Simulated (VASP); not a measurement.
# BaTiO3: single point with r2SCAN

BaTiO3:

```
Ba Ti O
1.0
     3.97237    0.00000    0.00000
     0.00000    3.86352    0.00000
     0.00000    0.00000    4.11223
Ba Ti O
1 1 3
Direct
  0.00000 0.00000 0.99576
  0.50000 0.50000 0.47750
  0.50000 0.50000 0.03308
  0.50000 0.00000 0.52238
  0.00000 0.50000 0.51429
```

This cell differs from its parent crystal: uniaxial y strain -2.7%.

| Quantity | Value |
| --- | --- |
| Program | VASP 6.6.1 |
| Task | single point |
| Functional | r2SCAN |
| Potentials or basis | VASP PAW PBE potentials, release 64 (Ba_sv, Ti_sv, O_h) |
| Cutoff | 1480 eV |
| k mesh | 6 × 6 × 6 |
| Occupations | gaussian, width 0.01 eV |
| Spin | no spin polarisation |

```yaml
Pressure: 7.2 GPa
Largest_force: 0.113 eV/Å
Band_gap_on_the_k_mesh: 2.28 eV (least direct gap 2.77 eV)
```

Forces in eV/Å, atoms in the order of the input:
```
Ba   0.000  0.000  0.036
Ti   0.000  0.000  0.111
O    0.000  0.000 -0.113
O    0.000  0.000 -0.018
O    0.000  0.000 -0.016
```

Stress tensor (GPa, compression positive):
```
 5.42  0.00  0.00
 0.00 11.35  0.00
 0.00  0.00  4.78
```

Levels at points of the mesh, in eV from the valence-band top:
```csv
k point,band 16,band 17,band 18,band 19,band 20,band 21,band 22,band 23,band 24,band 25
"(0.00, 0.00, 0.00)",-1.58,-1.42,-0.73,-0.53,-0.50,2.28,2.65,2.84,4.54,4.76
"(0.50, 0.00, 0.00)",-2.15,-1.90,-1.70,-1.50,-1.23,2.95,3.96,4.02,4.69,6.42
"(0.00, 0.50, 0.00)",-2.22,-2.14,-1.88,-1.38,-1.22,2.78,4.17,4.25,4.51,6.43
"(0.50, 0.50, 0.00)",-3.04,-2.00,-1.07,-1.05,-0.08,4.06,4.27,4.60,4.87,8.43
"(0.00, 0.00, 0.50)",-2.08,-2.07,-2.05,-0.77,-0.76,2.41,3.92,4.01,4.61,6.62
"(0.50, 0.00, 0.50)",-2.67,-1.86,-1.29,-1.21,-0.50,4.00,4.02,4.30,5.68,7.93
"(0.00, 0.50, 0.50)",-2.96,-1.87,-1.04,-0.98,-0.45,3.94,4.22,4.43,5.37,8.12
"(0.50, 0.50, 0.50)",-2.68,-2.42,-0.39,-0.36,0.00,4.58,4.68,4.80,6.98,7.23
```

Run time: 15 min on 1 thread of Intel(R) Xeon(R) 6975P-C (Granite Rapids), with other jobs on the host, peak memory 0.76 GiB.

Caveat: the cell differs from its parent crystal (uniaxial y strain -2.7%); the stress differs along the axes, from 5 to 11 GPa; the PAW data sets were made with another functional, which shifts forces and pressure a little; spin-orbit coupling is left out, which moves the levels of the heavy elements. A k mesh can miss the band edges.
